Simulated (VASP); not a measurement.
RbHg, 2 atoms in the cell. Symmetry: P4/mmm, No. 123, tetragonal system. The conventional cell has a = 4.264 Å, b = 4.264 Å, c = 7.474 Å, α = 90.00°, β = 90.00°, γ = 90.00°. Rb (site symmetry 4/mmm) has 2 Hg at 3.74 Å and 4 Rb at 4.26 Å within 4.9 Å. Hg (site symmetry 4/mmm) has 2 Rb at 3.74 Å and 4 Hg at 4.26 Å within 4.9 Å. The cell was built from a structure type or drawn by symmetry, and may not be a known phase.

- Program: VASP 6.6.1
- Task: single point
- Functional: PBE
- Potentials or basis: VASP PAW PBE potentials, release 64 (Rb_sv, Hg)
- Cutoff: 520 eV
- k mesh: 14 × 14 × 8
- Occupations: gaussian, width 0.1 eV
- Spin: no spin polarisation
- Dipole correction: no
- Further INCAR settings: ALGO = Fast; EDIFF = 1e-06; NBANDS = 18

Potentials or basis: VASP PAW PBE potentials, release 64 (Rb_sv, Hg).

Launch:

```console
$ cat potpaw_PBE.64/Rb_sv/POTCAR potpaw_PBE.64/Hg/POTCAR > POTCAR
$ mpirun -np 1 vasp_std > vasp.out
```

Hardware: 1 thread of AMD EPYC 7R43 64-Core Processor (Zen 3), on a shared host.

Estimate the wall time of this run.

It took 8.8 min on 1 thread of AMD EPYC 7R43 64-Core Processor (Zen 3) (shared host), peak memory 0.52 GiB. Counts: scf iterations 13, k points 180.
